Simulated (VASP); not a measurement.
# Be4ZnSe (P-6m2) in VASP: further runs, part 2 of 2

VASP 6.6.1. Earlier steps stand in the parts before.

## 3. Relaxation of cell and atoms, PBE

This run uses another cell than the first one, of 11.58 Å³/atom.

The input, INCAR:

```
PREC = Accurate
ENCUT = 600
EDIFF = 1E-7
ISMEAR = 0
SIGMA = 0.2
LREAL = False
LASPH = True
NELM = 120
ALGO = Normal
ISIF = 3
LWAVE = False
LCHARG = False
GGA = PE
IBRION = 2
NSW = 36
EDIFFG = -0.08
GGA_COMPAT = False
NELMIN = 4
```

The input, KPOINTS:

```
Automatic mesh
0
Gamma
  4 4 4
```

The input, POSCAR:

```
Be4ZnSe
1.0
    4.2524793000      0.0000000000      0.0000000000
   -2.1262396500      3.6827551100      0.0000000000
    0.0000000000      0.0000000000      4.4368331800
Be Zn Se
4 1 1
Direct
    0.6666666700      0.3333333300      0.0000000000
    0.0000000000      0.0000000000      0.0000000000
    0.3333333300      0.6666666700      0.5000000000
    0.3333333300      0.6666666700      0.0000000000
    0.0000000000      0.0000000000      0.5000000000
    0.6666666700      0.3333333300      0.5000000000
```

Potentials or basis: VASP PAW PBE potentials, release 64 (Be, Zn, Se).

The run is started by

```
$ cat potpaw_PBE.64/Be/POTCAR potpaw_PBE.64/Zn/POTCAR potpaw_PBE.64/Se/POTCAR > POTCAR
$ mpirun -np 1 vasp_std > vasp.out
```

OUTCAR:

```text
PREC = Accurate
   ENCUT = 600
   EDIFF = 1E-7
   ISMEAR = 0
   LREAL = False
   LASPH = True
   NELM = 120
   ISIF = 3
   GGA = PE
   IBRION = 2
   NSW = 36
   EDIFFG = -0.08
   NELMIN = 4

 ion  position               nearest neighbor table
   1  0.667  0.333  0.000-   6 2.22   6 2.22
   2  0.000  0.000  0.000-   5 2.22   5 2.22
   3  0.333  0.667  0.500-   4 2.22   4 2.22   5 2.46   6 2.46   6 2.46   5 2.46   5 2.46   6 2.46

   4  0.333  0.667  0.000-   3 2.22   3 2.22
   5  0.000  0.000  0.500-   2 2.22   2 2.22   6 2.46   3 2.46   6 2.46   3 2.46   6 2.46   3 2.46

   6  0.667  0.333  0.500-   1 2.22   1 2.22   5 2.46   3 2.46   3 2.46   5 2.46   5 2.46   3 2.46

  LATTYP: Found a hexagonal cell.
 ALAT       =     4.2524793000
[... 187 lines left out ...]
  Total        3.1309210      3.1309210     11.8483191      0.0000000     -0.0000000      0.0000000
  in kB       72.1929083     72.1929086    273.1990433      0.0000000     -0.0000000      0.0000000
  external PRESSURE =     139.1949534 kB  Pullay stress =       0.0000000 kB
[... 101 lines left out ...]
  FREE ENERGIE OF THE ION-ELECTRON SYSTEM (eV)
  ---------------------------------------------------
  free  energy   TOTEN  =       -15.1641304103 eV

  energy  without entropy=      -15.0954696803  energy(sigma->0) =      -15.12980005

[... ionic steps 4 to 7 ...]

--------------------------------------- Ionic step        8  -------------------------------------------

 number of electron      26.0000011 magnetization

 E-fermi :   4.5880     XC(G=0): -10.0373
[... 569 lines left out ...]
--------------------------------------- Ionic step       10  -------------------------------------------

 number of electron      26.0000011 magnetization

 Free energy of the ion-electron system (eV)
  ---------------------------------------------------
  ext. energy  EPLUGINS =         0.00000000
  ---------------------------------------------------
  free energy    TOTEN  =       -15.43791280 eV

  energy without entropy =      -15.38108983  energy(sigma->0) =      -15.40950131

 E-fermi :   4.3547     XC(G=0):  -9.9296

 val. band max:        4.2921940567   @ k =   0.2500   0.0000   0.0000
 cond. band min:       4.3911404643   @ k =   0.2500   0.2500   0.5000
 fundamental gap:      0.0989464076
 Fermi energy:         4.3547295300
[... 271 lines left out ...]
  FREE ENERGIE OF THE ION-ELECTRON SYSTEM (eV)
  ---------------------------------------------------
  free  energy   TOTEN  =       -15.4379127994 eV

  energy  without entropy=      -15.3810898251  energy(sigma->0) =      -15.40950131

 reached required accuracy - stopping structural energy minimisation
```

OSZICAR:

```text
N       E                     dE             d eps       ncg     rms          rms(c)
DAV:   1     0.128644169181E+03    0.12864E+03   -0.13150E+04   408   0.176E+03
DAV:   2    -0.418636052532E+01   -0.13283E+03   -0.12986E+03   441   0.321E+02
DAV:   3    -0.155105447633E+02   -0.11324E+02   -0.11070E+02   578   0.944E+01
[... 108 lines left out ...]
DAV:   5    -0.154379117303E+02    0.78851E-04   -0.20918E-04   628   0.287E-01    0.187E-02
DAV:   6    -0.154379135818E+02   -0.18514E-05   -0.75259E-05   416   0.117E-01    0.740E-03
DAV:   7    -0.154379131533E+02    0.42846E-06   -0.14537E-06   498   0.257E-02    0.363E-03
DAV:   8    -0.154379128614E+02    0.29192E-06   -0.47447E-07   438   0.107E-02    0.725E-04
DAV:   9    -0.154379127994E+02    0.61950E-07   -0.13638E-07   242   0.404E-03
  10 F= -.15437913E+02 E0= -.15409501E+02  d E =-.247687E-01
```

CONTCAR:

```text
Be4ZnSe
   1.00000000000000
     4.1640442551710146   -0.0000000000000000   -0.0000000000000000
    -2.0820221275855073    3.6061681140119544    0.0000000000000000
    -0.0000000000000000   -0.0000000000000000    5.5335032660898307
  Be              Zn              Se
     4     1     1
Direct
     0.6666666699999979    0.3333333300000021    0.0000000000000000
     0.0000000000000000    0.0000000000000000    0.0000000000000000
     0.3333333300000021    0.6666666699999979    0.5000000000000000
     0.3333333300000021    0.6666666699999979    0.0000000000000000
     0.0000000000000000    0.0000000000000000    0.5000000000000000
     0.6666666699999979    0.3333333300000021    0.5000000000000000

  0.00000000E+00  0.00000000E+00  0.00000000E+00
  0.00000000E+00  0.00000000E+00  0.00000000E+00
  0.00000000E+00  0.00000000E+00  0.00000000E+00
  0.00000000E+00  0.00000000E+00  0.00000000E+00
  0.00000000E+00  0.00000000E+00  0.00000000E+00
  0.00000000E+00  0.00000000E+00  0.00000000E+00
```

Run time: 66 s. Hardware: 1 thread of Intel Xeon 6975P-C (Granite Rapids), shared host; peak memory 0.23 GiB.

Results:

```
Free energy                           : -15.4379 eV
Relaxed volume                        : 13.85 Å³/atom
Relaxed cell                          : a = 4.164 Å, b = 4.164 Å, c = 5.534 Å, α = 90.00°, β = 90.00°, γ = 120.00°
Space group after relaxing (to 0.1 Å) : P-6m2 (No. 187)
Energy gained by relaxing             : 158.7 meV/atom
Ionic steps                           : 10
Pressure after relaxing               : 0.0 GPa
Band gap on the k mesh                : zero (bands 13 and 14 overlap by 0.83 eV)
```

Step by step:
| step | energy change (eV) | largest force (eV/Å) | pressure (GPa) | volume (Å³) |
| --- | --- | --- | --- | --- |
| 1 | 0.0000 | 0.0000 | 13.92 | 69.48 |
| 2 | -0.6667 | 0.0000 | -0.70 | 79.98 |
| 3 | -0.6785 | 0.0000 | -3.17 | 82.88 |
| 4 | -0.6804 | 0.0000 | -2.67 | 82.25 |
| 5 | -0.7998 | 0.0000 | -1.14 | 80.76 |
| 6 | -0.8855 | 0.0000 | 3.70 | 77.93 |
| 7 | -0.9275 | 0.0000 | 2.81 | 80.56 |
| 8 | -0.9275 | 0.0000 | 2.81 | 80.64 |
| 9 | -0.9484 | 0.0000 | -0.96 | 84.12 |
| 10 | -0.9523 | 0.0000 | 0.05 | 83.09 |

Final structure:
```yaml
crystal:
  lattice:
    - [4.16404, 0.00000, 0.00000]
    - [-2.08202, 3.60617, 0.00000]
    - [0.00000, 0.00000, 5.53350]
  atoms:
    - { symbol: Be, position: [0.66667, 0.33333, 0.00000] }
    - { symbol: Be, position: [0.00000, 0.00000, 0.00000] }
    - { symbol: Be, position: [0.33333, 0.66667, 0.50000] }
    - { symbol: Be, position: [0.33333, 0.66667, 0.00000] }
    - { symbol: Zn, position: [0.00000, 0.00000, 0.50000] }
    - { symbol: Se, position: [0.66667, 0.33333, 0.50000] }
```

Caveat: the k points lie up to 0.44 Å⁻¹ apart in the final cell, too coarse for converged energies and pressures of a metal; the volume moved by over 15 % at a fixed basis, so the end points are rough.

The gap in the log of VASP goes by the Fermi energy; the results here count the filled bands.